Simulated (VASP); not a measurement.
# ScTa (P-6m2) in VASP: a series of runs

The runs below take ScTa through single point, with PBEsol.

Program: VASP 6.6.1. These are calculated values, not measurements. Logs are shortened: lines on timing, memory, paths and dates and some standing lists are left out, and cuts for length are marked.

## Step 1: The cell of the first run

Symmetry: P-6m2, No. 187, hexagonal system. Conventional cell: a = 3.223 Å, b = 3.223 Å, c = 5.332 Å, α = 90.00°, β = 90.00°, γ = 120.00°. Within 4.2 Å of Sc (site symmetry -6m2) lie 6 Sc at 3.22 Å and 6 Ta at 3.25 Å. Within 4.2 Å of Ta (site symmetry -6m2) lie 6 Ta at 3.22 Å and 6 Sc at 3.25 Å.

## Step 2: Single point, PBEsol (Nb replaced by Ta, lengths x 1.011, strained)

INCAR reads:

```
  ALGO = Normal
  EDIFF = 1E-7
  ENCUT = 520
  GGA = PS
  ISIF = 2
  ISMEAR = 0
  LASPH = T
  LCHARG = F
  LREAL = F
  LWAVE = F
  NBANDS = 18
  NELM = 100
  PREC = Accurate
  SIGMA = 0.1
```

KPOINTS reads:

```
k-points
0
Gamma
  6 6 4
```

POSCAR reads:

```
ScTa
1.0
    3.2226966977      0.0000000000      0.0000000000
   -1.6113483488      2.7909372088      0.0000000000
    0.0000000000      0.0000000000      5.3320414660
Sc Ta
1 1
Direct
    0.0000000000      0.0000000000      0.0000000000
    0.3333333300      0.6666666700      0.5000000000
```

Potentials or basis: VASP PAW PBE potentials, release 64 (Sc_sv, Ta_pv).

Started as:

```bash
> cat potpaw_PBE.64/Sc_sv/POTCAR potpaw_PBE.64/Ta_pv/POTCAR > POTCAR
> mpirun -np 1 vasp_std > vasp.out
```

OUTCAR:

```text
EDIFF = 1E-7
   ENCUT = 520
   GGA = PS
   ISIF = 2
   ISMEAR = 0
   LASPH = T
   LREAL = F
   NELM = 100
   PREC = Accurate

 ion  position               nearest neighbor table
   1  0.000  0.000  0.000-   2 3.25   2 3.25   2 3.25   2 3.25   2 3.25   2 3.25
   2  0.333  0.667  0.500-   1 3.25   1 3.25   1 3.25   1 3.25   1 3.25   1 3.25

  LATTYP: Found a hexagonal cell.
 ALAT       =     3.2226966977
 C/A-ratio  =     1.6545278585

  Lattice vectors:

 A1 = (   3.2226966977,   0.0000000000,   0.0000000000)
 A2 = (  -1.6113483488,   2.7909372088,   0.0000000000)
 A3 = (   0.0000000000,   0.0000000000,   5.3320414660)

Analysis of symmetry for initial positions (statically):
=====================================================================
 Subroutine PRICEL returns:
 Original cell was already a primitive cell.

 Routine SETGRP: Setting up the symmetry group for a
 hexagonal supercell.

 Subroutine GETGRP returns: Found 12 space group operations
 (whereof 12 operations were pure point group operations)
 out of a pool of 24 trial point group operations.

The static configuration has the point symmetry D_3h.

Analysis of symmetry for dynamics (positions and initial velocities):
=====================================================================
 Subroutine PRICEL returns:
 Original cell was already a primitive cell.

 Routine SETGRP: Setting up the symmetry group for a
 hexagonal supercell.

 Subroutine GETGRP returns: Found 12 space group operations
 (whereof 12 operations were pure point group operations)
 out of a pool of 24 trial point group operations.

The dynamic configuration has the point symmetry D_3h.

 Subroutine INISYM returns: Found 12 space group operations
 (whereof 12 operations are pure point group operations),
 and found     1 'primitive' translations

----------------------------------------------------------------------------------------

                                     Primitive cell

  volume of cell :      47.9582

  direct lattice vectors                    reciprocal lattice vectors
     3.222696698  0.000000000  0.000000000     0.310299136  0.179151290  0.000000000
    -1.611348349  2.790937209  0.000000000     0.000000000  0.358302579  0.000000000
     0.000000000  0.000000000  5.332041466     0.000000000  0.000000000  0.187545428

  length of vectors
     3.222696698  3.222696698  5.332041466     0.358302579  0.358302579  0.187545428

  position of ions in fractional coordinates (direct lattice)
     0.000000000  0.000000000  0.000000000
     0.333333330  0.666666670  0.500000000

  ion indices of the primitive-cell ions
   primitive index   ion index
                 1           1
                 2           2

----------------------------------------------------------------------------------------

 KPOINTS: k-points

Automatic generation of k-mesh.
 Grid dimensions read from file:
 generate k-points for:    6    6    4

 Generating k-lattice:

  Cartesian coordinates                     Fractional coordinates (reciprocal lattice)
     0.051716523  0.029858548  0.000000000     0.166666667  0.000000000  0.000000000
     0.000000000  0.059717097  0.000000000     0.000000000  0.166666667  0.000000000
     0.000000000  0.000000000  0.046886357     0.000000000  0.000000000  0.250000000

  Length of vectors
     0.059717097  0.059717097  0.046886357

  Shift w.r.t. Gamma in fractional coordinates (k-lattice)
     0.000000000  0.000000000  0.000000000

 Subroutine IBZKPT returns following result:
 ===========================================

 Found     21 irreducible k-points:

 Following reciprocal coordinates:
            Coordinates               Weight
  0.000000  0.000000  0.000000      1.000000
  0.166667 -0.000000  0.000000      6.000000
  0.333333 -0.000000  0.000000      6.000000
  0.500000 -0.000000  0.000000      3.000000
  0.166667  0.166667  0.000000      6.000000
  0.333333  0.166667  0.000000     12.000000
[... 13 lines left out ...]
  0.333333  0.166667  0.500000     12.000000
  0.333333  0.333333  0.500000      2.000000
   k-points           NKPTS =     21   k-points in BZ     NKDIM =     21   number of bands    NBANDS=     18
   number of dos      NEDOS =    301   number of ions     NIONS =      2
   total plane-waves  NPLWV =  23040
   dimension x,y,z NGX =    24 NGY =   24 NGZ =   40
   dimension x,y,z NGXF=    48 NGYF=   48 NGZF=   80
   ions per type =               1   1
   NGX,Y,Z   is equivalent  to a cutoff of  12.38, 12.38, 12.47 a.u.
   NGXF,Y,Z  is equivalent  to a cutoff of  24.76, 24.76, 24.94 a.u.
 SYSTEM =  unknown system
   PREC   = accura    normal or accurate (medium, high low for compatibility)
   ISTART =      0    job   : 0-new  1-cont  2-samecut
   ICHARG =      2    charge: 1-file 2-atom 10-const
   ISPIN  =      1    spin polarized calculation?
   LNONCOLLINEAR =      F non collinear calculations
   LSORBIT =      F    spin-orbit coupling
   LASPH  =      T    aspherical Exc in radial PAW
   ENCUT  =  520.0 eV  38.22 Ry    6.18 a.u.   5.99  5.99  9.91*2*pi/ulx,y,z
   NELM   =    100;   NELMIN=  2; NELMDL= -5     # of ELM steps
   EDIFF  = 0.1E-06   stopping-criterion for ELM
   LREAL  =      F    real-space projection
   EDIFFG = 0.1E-05   stopping-criterion for IOM
   NSW    =      0    number of steps for IOM
   IBRION =     -1    ionic relax: 0-MD 1-quasi-New 2-CG
   NFREE  =      0    steps in history (QN), initial steepest desc. (CG)
   ISIF   =      2    stress and relaxation
   ISYM   =      2    0-nonsym 1-usesym 2-fastsym
   POTIM  = 0.5000    time-step for ionic-motion
   TEBEG  =    0.0;   TEEND  =   0.0 temperature during run
   PSTRESS=    0.0 pullay stress
   NELECT =      22.0000    total number of electrons
   NUPDOWN=      -1.0000    fix difference up-down
   EMIN   =  10.00;   EMAX   =-10.00  energy-range for DOS
   EFERMI =   0.00;   METHOD = LEGACY
   ISMEAR =     0;   SIGMA  =   0.10  broadening in eV -4-tet -1-fermi 0-gaus
   EFERMI_NEDOS =   21; number of points for ismear=-14 and -15
   IALGO  =     38    algorithm
   IMIX   =      4    mixing-type and parameters
     AMIX     =   0.40;   BMIX     =  1.00
     AMIX_MAG =   1.60;   BMIX_MAG =  1.00
  volume/ion in A,a.u.               =      23.98       161.82
  Fermi-wavevector in a.u.,A,eV,Ry     =   1.262587  2.385944 21.689407  1.594126
  Thomas-Fermi vector in A             =   2.395988
   LORBIT       =      0    0 simple, 1 ext, 2 COOP (PROOUT), +10 PAW based schemes
   GGA     = PS    functional components
   LHFCALC =     F    Hartree Fock is set to
   AEXX    =    0.0000 exact exchange contribution
   IVDW    =     0    specifies the selected vdW correction
   LEPSILON=     F    determine dielectric tensor
   LRPA    =     F    only Hartree local field effects (RPA)
 non-spin polarized calculation
 Gauss-broadening in eV      SIGMA  =   0.10
  energy-cutoff  :      520.00
  volume of cell :       47.96
 maximum number of plane-waves:      1314
 NGX is ok and might be reduce to    24
   NGX = 11   NGY = 11   NGZ = 19

 number of electron      21.9999999 magnetization

 Free energy of the ion-electron system (eV)
  ---------------------------------------------------
  ext. energy  EPLUGINS =         0.00000000
  ---------------------------------------------------
  free energy    TOTEN  =       -18.21157040 eV

  energy without entropy =      -18.19528847  energy(sigma->0) =      -18.20342943

 E-fermi :   3.7176     XC(G=0): -10.7159

 val. band max:        3.6642422699   @ k =   0.1667  -0.0000   0.0000
 cond. band min:       3.7185136823   @ k =   0.3333   0.1667   0.5000
 fundamental gap:      0.0542714123
 Fermi energy:         3.7176119578

 k-point     1 :       0.0000    0.0000    0.0000
  band No.  band energies     occupation
      1     -45.5780      2.00000
      2     -30.9863      2.00000
      3     -30.7090      2.00000
      4     -30.7090      2.00000
      5     -24.2775      2.00000
      6     -24.1097      2.00000
[... 10 lines left out ...]
     17       5.8187      0.00000
     18       7.3580      0.00000

 k-point     2 :       0.1667   -0.0000    0.0000
  band No.  band energies     occupation
      1     -45.5663      2.00000
      2     -30.9737      2.00000
      3     -30.7963      2.00000
      4     -30.7300      2.00000
      5     -24.2666      2.00000
      6     -24.1973      2.00000
[... 10 lines left out ...]
     17       5.9377      0.00000
     18       7.5349      0.00000

 k-point     3 :       0.3333   -0.0000    0.0000
  band No.  band energies     occupation
      1     -45.5428      2.00000
      2     -30.9673      2.00000
      3     -30.9484      2.00000
      4     -30.7718      2.00000
      5     -24.3690      2.00000
      6     -24.2448      2.00000
[... 10 lines left out ...]
     17       7.0210      0.00000
     18       7.6952      0.00000

 k-point     4 :       0.5000   -0.0000    0.0000
  band No.  band energies     occupation
      1     -45.5310      2.00000
      2     -31.0510      2.00000
      3     -30.9358      2.00000
      4     -30.7926      2.00000
      5     -24.4531      2.00000
      6     -24.2339      2.00000
[... 312 lines left out ...]
      4     -30.7780      2.00000
      5     -24.3082      2.00000
      6     -24.2537      2.00000
[... 10 lines left out ...]
     17       7.0602      0.00000
     18       7.3911      0.00000

 k-point    20 :       0.3333    0.1667    0.5000
  band No.  band energies     occupation
      1     -45.5310      2.00000
      2     -31.0089      2.00000
      3     -30.9366      2.00000
      4     -30.8373      2.00000
      5     -24.4067      2.00000
      6     -24.2350      2.00000
[... 10 lines left out ...]
     17       7.5047      0.00000
     18       8.2798      0.00000

 k-point    21 :       0.3333    0.3333    0.5000
  band No.  band energies     occupation
      1     -45.5251      2.00000
      2     -30.9512      2.00000
      3     -30.9489      2.00000
      4     -30.9309      2.00000
      5     -24.3483      2.00000
      6     -24.3467      2.00000
[... 10 lines left out ...]
     17       7.4001      0.00000
     18       9.7573      0.00000

------------------------ aborting loop because EDIFF is reached ----------------------------------------

  FORCE on cell =-STRESS in cart. coord.  units (eV):
  Direction    XX          YY          ZZ          XY          YZ          ZX
  --------------------------------------------------------------------------------------
  -------------------------------------------------------------------------------------
  Total       -5.0621868     -5.0621868     -4.7247984     -0.0000000      0.0000000     -0.0000000
  in kB     -169.1164026   -169.1164026   -157.8450051     -0.0000000      0.0000000     -0.0000000
  external PRESSURE =    -165.3592701 kB  Pullay stress =       0.0000000 kB

 VOLUME and BASIS-vectors are now :
 -----------------------------------------------------------------------------
  energy-cutoff  :      520.00
  volume of cell :       47.96
      direct lattice vectors                 reciprocal lattice vectors
     3.222696698  0.000000000  0.000000000     0.310299136  0.179151290  0.000000000
    -1.611348349  2.790937209  0.000000000     0.000000000  0.358302579  0.000000000
     0.000000000  0.000000000  5.332041466     0.000000000  0.000000000  0.187545428

 POSITION                                       TOTAL-FORCE (eV/Angst)
 -----------------------------------------------------------------------------------
      0.00000      0.00000      0.00000         0.000000      0.000000      0.000000
     -0.00000      1.86062      2.66602        -0.000000      0.000000      0.000000
 -----------------------------------------------------------------------------------
    total drift:                                0.000005     -0.000003     -0.000000

  FREE ENERGIE OF THE ION-ELECTRON SYSTEM (eV)
  ---------------------------------------------------
  free  energy   TOTEN  =       -18.2115703960 eV

  energy  without entropy=      -18.1952884669  energy(sigma->0) =      -18.20342943
```

Run time: 49 s. Hardware: 1 thread of Intel Xeon 8259CL, shared host; peak memory 0.17 GiB.

What came out:

```yaml
Free_energy: -18.2116 eV
Pressure: -16.5 GPa
Band_gap_on_the_k_mesh: zero (bands 11 and 12 overlap by 1.30 eV)
```

Stress tensor (GPa, compression positive):
```
-16.91   0.00   0.00
  0.00 -16.91   0.00
  0.00   0.00 -15.78
```

Levels at points of the mesh, in eV from the Fermi level:
| k point | band 7 | band 8 | band 9 | band 10 | band 11 | band 12 | band 13 | band 14 | band 15 | band 16 |
| --- | --- | --- | --- | --- | --- | --- | --- | --- | --- | --- |
| (0.00, 0.00, 0.00) | -27.83 | -6.38 | -2.85 | 0.08 | 0.69 | 0.69 | 0.95 | 1.78 | 1.78 | 2.10 |
| (0.50, 0.00, 0.00) | -27.91 | -2.95 | -1.76 | -1.68 | -0.64 | 0.68 | 0.87 | 1.22 | 3.92 | 4.01 |
| (0.00, 0.00, 0.50) | -27.83 | -5.47 | -3.85 | -0.55 | 0.57 | 0.57 | 0.64 | 1.33 | 1.33 | 3.15 |
| (0.50, 0.00, 0.50) | -27.91 | -2.93 | -2.40 | -0.94 | -0.33 | 0.80 | 1.17 | 1.75 | 2.42 | 3.96 |

Caveat: the k points lie up to 0.38 Å⁻¹ apart, too coarse for converged energies and pressures of a metal; the cell differs from its parent crystal (Nb replaced by Ta, lengths x 1.011, strained); the PAW data sets were made with another functional, which shifts forces and pressure a little; spin-orbit coupling is left out, which moves the levels of the heavy elements.

## Step 3: Single point, PBEsol (Nb replaced by Ta, lengths x 1.011, strained)

INCAR reads:

```
  ALGO = Fast
  EDIFF = 1E-6
  ENCUT = 520
  GGA = PS
  ISIF = 2
  ISMEAR = 0
  LASPH = T
  LCHARG = F
  LREAL = F
  LWAVE = F
  NBANDS = 18
  NELM = 80
  PREC = Accurate
  SIGMA = 0.1
```

KPOINTS reads:

```
k-points
0
Gamma
  15 15 8
```

POSCAR is that of step 2.

Potentials or basis: VASP PAW PBE potentials, release 64 (Sc_sv, Ta_pv).

Started as:

```bash
> cat potpaw_PBE.64/Sc_sv/POTCAR potpaw_PBE.64/Ta_pv/POTCAR > POTCAR
> mpirun -np 1 vasp_std > vasp.out
```

It took 4.8 min on 1 thread of Intel Xeon 8259CL, shared host; peak memory 0.25 GiB.

The run converged. Its results:

* Free energy: -18.2389 eV
* Pressure: -16.7 GPa
* Band gap on the k mesh: zero (bands 11 and 12 overlap by 1.30 eV)

Stress tensor (GPa, compression positive):
```
-16.79   0.00   0.00
  0.00 -16.79   0.00
  0.00   0.00 -16.40
```

Levels at points of the mesh, in eV from the Fermi level:
```csv
k point,band 7,band 8,band 9,band 10,band 11,band 12,band 13,band 14,band 15,band 16
"(0.00, 0.00, 0.00)",-27.82,-6.32,-2.80,0.13,0.75,0.75,0.99,1.79,1.79,2.15
"(0.00, 0.00, 0.50)",-27.82,-5.40,-3.81,-0.49,0.63,0.63,0.68,1.36,1.36,3.21
```

Caveat: the cell differs from its parent crystal (Nb replaced by Ta, lengths x 1.011, strained); the cell stands under tension; the PAW data sets were made with another functional, which shifts forces and pressure a little; spin-orbit coupling is left out, which moves the levels of the heavy elements.
